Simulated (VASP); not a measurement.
# Tl3Ge2H (P6/mmm) in VASP: single point with PBE

Aim: the single point of Tl3Ge2H with PBE.

Program: VASP 6.6.1. These are calculated values, not measurements. Logs are shortened: lines on timing, memory, paths and dates and some standing lists are left out, and cuts for length are marked.

## Step 1: The cell of the first run

It takes space group P6/mmm (No. 191, hexagonal). The conventional cell has a = 5.899 Å, b = 5.899 Å, c = 4.874 Å, α = 90.00°, β = 90.00°, γ = 120.00°. Tl (site symmetry mmm) has 4 Tl at 2.95 Å and 4 Ge at 2.97 Å and 4 H at 3.83 Å within 3.9 Å. Within 3.9 Å of Ge (site symmetry -6m2) lie 6 Tl at 2.97 Å and 3 H at 3.41 Å and 3 Ge at 3.41 Å. Within 4.5 Å of H (site symmetry 6/mmm) lie 6 Ge at 3.41 Å and 12 Tl at 3.83 Å.

## Step 2: Single point, PBE

Contents of INCAR:

```
SYSTEM = Tl3Ge2H
PREC = Accurate ; ENCUT = 520
EDIFF = 1E-7 ; ISMEAR = 0
SIGMA = 0.1 ; LREAL = .False.
LASPH = .True. ; NELM = 80
ALGO = Normal ; ISIF = 2
LWAVE = .False. ; LCHARG = .True.
GGA = PE ; LELF = .True.
LVHAR = .True. ; NBANDS = 43
```

Contents of KPOINTS:

```
regular mesh
0
Gamma
  3 3 4
  0 0 0
```

Contents of POSCAR:

```
Tl3Ge2H
1.0
    5.8989208400      0.0000000000      0.0000000000
   -2.9494604200      5.1086153100      0.0000000000
    0.0000000000      0.0000000000      4.8739052500
Tl Ge H
3 2 1
Direct
    0.5000000000      0.5000000000      0.5000000000
    0.5000000000      0.0000000000      0.5000000000
    0.0000000000      0.5000000000      0.5000000000
    0.6666666700      0.3333333300      0.0000000000
    0.3333333300      0.6666666700      0.0000000000
    0.0000000000      0.0000000000      0.0000000000
```

Potentials or basis: VASP PAW PBE potentials, release 64 (Tl_d, Ge_d, H).

On the command line:

```sh
> cat potpaw_PBE.64/Tl_d/POTCAR potpaw_PBE.64/Ge_d/POTCAR potpaw_PBE.64/H/POTCAR > POTCAR
> mpirun -np 1 vasp_std > vasp.out
```

OUTCAR:

```text
SYSTEM = Tl3Ge2H
   PREC = Accurate
   ENCUT = 520
   EDIFF = 1E-7
   ISMEAR = 0
   LREAL = .False.
   LASPH = .True.
   NELM = 80
   ISIF = 2
   GGA = PE

 ion  position               nearest neighbor table
   1  0.500  0.500  0.500-   3 2.95   3 2.95   2 2.95   2 2.95   4 2.97   5 2.97   4 2.97   5 2.97

   2  0.500  0.000  0.500-   1 2.95   3 2.95   1 2.95   3 2.95   4 2.97   5 2.97   4 2.97   5 2.97

   3  0.000  0.500  0.500-   1 2.95   1 2.95   2 2.95   2 2.95   4 2.97   5 2.97   4 2.97   5 2.97

   4  0.667  0.333  0.000-   3 2.97   3 2.97   2 2.97   2 2.97   1 2.97   1 2.97
   5  0.333  0.667  0.000-   3 2.97   3 2.97   2 2.97   2 2.97   1 2.97   1 2.97
   6  0.000  0.000  0.000-

  LATTYP: Found a hexagonal cell.
 ALAT       =     5.8989208400
 C/A-ratio  =     0.8262367613

  Lattice vectors:

 A1 = (   5.8989208400,   0.0000000000,   0.0000000000)
 A2 = (  -2.9494604200,   5.1086153100,   0.0000000000)
 A3 = (   0.0000000000,   0.0000000000,   4.8739052500)

Analysis of symmetry for initial positions (statically):
=====================================================================
 Subroutine PRICEL returns:
 Original cell was already a primitive cell.

 Routine SETGRP: Setting up the symmetry group for a
 hexagonal supercell.

 Subroutine GETGRP returns: Found 24 space group operations
 (whereof 24 operations were pure point group operations)
 out of a pool of 24 trial point group operations.

The static configuration has the point symmetry D_6h.

Analysis of symmetry for dynamics (positions and initial velocities):
=====================================================================
 Subroutine PRICEL returns:
 Original cell was already a primitive cell.

 Routine SETGRP: Setting up the symmetry group for a
 hexagonal supercell.

 Subroutine GETGRP returns: Found 24 space group operations
 (whereof 24 operations were pure point group operations)
 out of a pool of 24 trial point group operations.

The dynamic configuration has the point symmetry D_6h.

 Subroutine INISYM returns: Found 24 space group operations
 (whereof 24 operations are pure point group operations),
 and found     1 'primitive' translations

----------------------------------------------------------------------------------------

                                     Primitive cell

  volume of cell :     146.8767

  direct lattice vectors                    reciprocal lattice vectors
     5.898920840  0.000000000  0.000000000     0.169522533  0.097873880  0.000000000
    -2.949460420  5.108615310  0.000000000     0.000000000  0.195747759  0.000000000
     0.000000000  0.000000000  4.873905250     0.000000000  0.000000000  0.205174280

  length of vectors
     5.898920840  5.898920847  4.873905250     0.195747760  0.195747759  0.205174280

  position of ions in fractional coordinates (direct lattice)
     0.500000000  0.500000000  0.500000000
     0.500000000  0.000000000  0.500000000
     0.000000000  0.500000000  0.500000000
     0.666666670  0.333333330  0.000000000
     0.333333330  0.666666670  0.000000000
     0.000000000  0.000000000  0.000000000

  ion indices of the primitive-cell ions
   primitive index   ion index
                 1           1
                 2           2
                 3           3
                 4           4
                 5           5
                 6           6

----------------------------------------------------------------------------------------

 KPOINTS: regular mesh

Automatic generation of k-mesh.
 Grid dimensions read from file:
 generate k-points for:    3    3    4

 Generating k-lattice:

  Cartesian coordinates                     Fractional coordinates (reciprocal lattice)
     0.056507511  0.032624627  0.000000000     0.333333333  0.000000000  0.000000000
     0.000000000  0.065249253  0.000000000     0.000000000  0.333333333  0.000000000
     0.000000000  0.000000000  0.051293570     0.000000000  0.000000000  0.250000000

  Length of vectors
     0.065249253  0.065249253  0.051293570

  Shift w.r.t. Gamma in fractional coordinates (k-lattice)
     0.000000000  0.000000000  0.000000000

 Subroutine IBZKPT returns following result:
 ===========================================

 Found      9 irreducible k-points:

 Following reciprocal coordinates:
            Coordinates               Weight
  0.000000  0.000000  0.000000      1.000000
  0.333333  0.000000  0.000000      6.000000
  0.333333  0.333333  0.000000      2.000000
  0.000000  0.000000  0.250000      2.000000
  0.333333  0.000000  0.250000     12.000000
  0.333333  0.333333  0.250000      4.000000
  0.000000  0.000000  0.500000      1.000000
  0.333333  0.000000  0.500000      6.000000
  0.333333  0.333333  0.500000      2.000000
   k-points           NKPTS =      9   k-points in BZ     NKDIM =      9   number of bands    NBANDS=     43
   number of dos      NEDOS =    301   number of ions     NIONS =      6
   total plane-waves  NPLWV =  82944
   dimension x,y,z NGX =    48 NGY =   48 NGZ =   36
   dimension x,y,z NGXF=    96 NGYF=   96 NGZF=   72
   ions per type =               3   2   1
   NGX,Y,Z   is equivalent  to a cutoff of  13.53, 13.53, 12.28 a.u.
   NGXF,Y,Z  is equivalent  to a cutoff of  27.06, 27.06, 24.56 a.u.
 SYSTEM =  Tl3Ge2H
   PREC   = accura    normal or accurate (medium, high low for compatibility)
   ISTART =      0    job   : 0-new  1-cont  2-samecut
   ICHARG =      2    charge: 1-file 2-atom 10-const
   ISPIN  =      1    spin polarized calculation?
   LNONCOLLINEAR =      F non collinear calculations
   LSORBIT =      F    spin-orbit coupling
   LASPH  =      T    aspherical Exc in radial PAW
   ENCUT  =  520.0 eV  38.22 Ry    6.18 a.u.  10.97 10.97  9.06*2*pi/ulx,y,z
   NELM   =     80;   NELMIN=  2; NELMDL= -5     # of ELM steps
   EDIFF  = 0.1E-06   stopping-criterion for ELM
   LREAL  =      F    real-space projection
   EDIFFG = 0.1E-05   stopping-criterion for IOM
   NSW    =      0    number of steps for IOM
   IBRION =     -1    ionic relax: 0-MD 1-quasi-New 2-CG
   NFREE  =      0    steps in history (QN), initial steepest desc. (CG)
   ISIF   =      2    stress and relaxation
   ISYM   =      2    0-nonsym 1-usesym 2-fastsym
   POTIM  = 0.5000    time-step for ionic-motion
   TEBEG  =    0.0;   TEEND  =   0.0 temperature during run
   PSTRESS=    0.0 pullay stress
   NELECT =      68.0000    total number of electrons
   NUPDOWN=      -1.0000    fix difference up-down
   EMIN   =  10.00;   EMAX   =-10.00  energy-range for DOS
   EFERMI =   0.00;   METHOD = LEGACY
   ISMEAR =     0;   SIGMA  =   0.10  broadening in eV -4-tet -1-fermi 0-gaus
   EFERMI_NEDOS =   21; number of points for ismear=-14 and -15
   IALGO  =     38    algorithm
   IMIX   =      4    mixing-type and parameters
     AMIX     =   0.40;   BMIX     =  1.00
     AMIX_MAG =   1.60;   BMIX_MAG =  1.00
  volume/ion in A,a.u.               =      24.48       165.20
  Fermi-wavevector in a.u.,A,eV,Ry     =   1.266466  2.393274 21.822874  1.603936
  Thomas-Fermi vector in A             =   2.399665
   LORBIT       =      0    0 simple, 1 ext, 2 COOP (PROOUT), +10 PAW based schemes
   GGA     = PE    functional components
   LHFCALC =     F    Hartree Fock is set to
   AEXX    =    0.0000 exact exchange contribution
   IVDW    =     0    specifies the selected vdW correction
   LEPSILON=     F    determine dielectric tensor
   LRPA    =     F    only Hartree local field effects (RPA)
 non-spin polarized calculation
 Gauss-broadening in eV      SIGMA  =   0.10
  energy-cutoff  :      520.00
  volume of cell :      146.88
 maximum number of plane-waves:      3978
 NGX is ok and might be reduce to    48
   NGX = 21   NGY = 21   NGZ = 19

 number of electron      67.9999962 magnetization

 Free energy of the ion-electron system (eV)
  ---------------------------------------------------
  ext. energy  EPLUGINS =         0.00000000
  ---------------------------------------------------
  free energy    TOTEN  =       -13.91838957 eV

  energy without entropy =      -13.89228056  energy(sigma->0) =      -13.90533506

 E-fermi :   4.6882     XC(G=0):  -9.5984

 val. band max:        4.6631864643   @ k =   0.3333   0.0000   0.2500
 cond. band min:       4.7727174900   @ k =   0.3333   0.3333   0.5000
 fundamental gap:      0.1095310257
 Fermi energy:         4.6881633369

 k-point     1 :       0.0000    0.0000    0.0000
  band No.  band energies     occupation
      1     -19.9761      2.00000
      2     -19.9728      2.00000
      3     -19.9728      2.00000
      4     -19.9676      2.00000
      5     -19.9676      2.00000
      6     -19.9650      2.00000
[... 35 lines left out ...]
     42       8.4113      0.00000
     43      11.4471      0.00000

 k-point     2 :       0.3333    0.0000    0.0000
  band No.  band energies     occupation
      1     -19.9747      2.00000
      2     -19.9732      2.00000
      3     -19.9720      2.00000
      4     -19.9706      2.00000
      5     -19.9685      2.00000
      6     -19.9679      2.00000
[... 35 lines left out ...]
     42       9.6240      0.00000
     43      11.0152      0.00000

 k-point     3 :       0.3333    0.3333    0.0000
  band No.  band energies     occupation
      1     -19.9736      2.00000
      2     -19.9727      2.00000
      3     -19.9727      2.00000
      4     -19.9706      2.00000
      5     -19.9702      2.00000
      6     -19.9702      2.00000
[... 35 lines left out ...]
     42      10.7506      0.00000
     43      10.7506      0.00000

 k-point     4 :       0.0000    0.0000    0.2500
  band No.  band energies     occupation
      1     -19.9749      2.00000
      2     -19.9737      2.00000
      3     -19.9737      2.00000
      4     -19.9671      2.00000
      5     -19.9671      2.00000
      6     -19.9653      2.00000
[... 173 lines left out ...]
     42      10.3708      0.00000
     43      13.3910      0.00000

 k-point     8 :       0.3333    0.0000    0.5000
  band No.  band energies     occupation
      1     -19.9749      2.00000
      2     -19.9734      2.00000
      3     -19.9731      2.00000
      4     -19.9708      2.00000
      5     -19.9681      2.00000
      6     -19.9677      2.00000
[... 35 lines left out ...]
     42      11.1372      0.00000
     43      11.1806      0.00000

 k-point     9 :       0.3333    0.3333    0.5000
  band No.  band energies     occupation
      1     -19.9751      2.00000
      2     -19.9723      2.00000
      3     -19.9723      2.00000
      4     -19.9706      2.00000
      5     -19.9706      2.00000
      6     -19.9704      2.00000
[... 35 lines left out ...]
     42      11.1041      0.00000
     43      12.0164      0.00000

------------------------ aborting loop because EDIFF is reached ----------------------------------------

  FORCE on cell =-STRESS in cart. coord.  units (eV):
  Direction    XX          YY          ZZ          XY          YZ          ZX
  --------------------------------------------------------------------------------------
  -------------------------------------------------------------------------------------
  Total        6.9187371      6.9187372      5.0437477      0.0000000      0.0000000      0.0000000
  in kB       75.4717746     75.4717749     55.0187966      0.0000000      0.0000000      0.0000000
  external PRESSURE =      68.6541154 kB  Pullay stress =       0.0000000 kB

 VOLUME and BASIS-vectors are now :
 -----------------------------------------------------------------------------
  energy-cutoff  :      520.00
  volume of cell :      146.88
      direct lattice vectors                 reciprocal lattice vectors
     5.898920840  0.000000000  0.000000000     0.169522533  0.097873880  0.000000000
    -2.949460420  5.108615310  0.000000000     0.000000000  0.195747759  0.000000000
     0.000000000  0.000000000  4.873905250     0.000000000  0.000000000  0.205174280

 POSITION                                       TOTAL-FORCE (eV/Angst)
 -----------------------------------------------------------------------------------
      1.47473      2.55431      2.43695        -0.000000      0.000000      0.000000
      2.94946      0.00000      2.43695        -0.000000      0.000000      0.000000
     -1.47473      2.55431      2.43695        -0.000000      0.000000      0.000000
      2.94946      1.70287      0.00000         0.000000      0.000000      0.000000
     -0.00000      3.40574      0.00000        -0.000000      0.000000      0.000000
      0.00000      0.00000      0.00000        -0.000000      0.000000      0.000000
 -----------------------------------------------------------------------------------
    total drift:                               -0.000000      0.000000     -0.000000

  FREE ENERGIE OF THE ION-ELECTRON SYSTEM (eV)
  ---------------------------------------------------
  free  energy   TOTEN  =       -13.9183895680 eV

  energy  without entropy=      -13.8922805613  energy(sigma->0) =      -13.90533506
```

It took 67 s on 1 thread of AMD EPYC 7R13 (Zen 3), shared host; peak memory 0.26 GiB.

What came out:

- Free energy: -13.9184 eV
- Pressure: 6.9 GPa
- Band gap on the k mesh: zero (band 34 reaches 4.84 eV, above the bottom of band 35 at 4.11 eV)

Caveat: the k points lie up to 0.41 Å⁻¹ apart; spin-orbit coupling is left out, which moves the levels of the heavy elements.
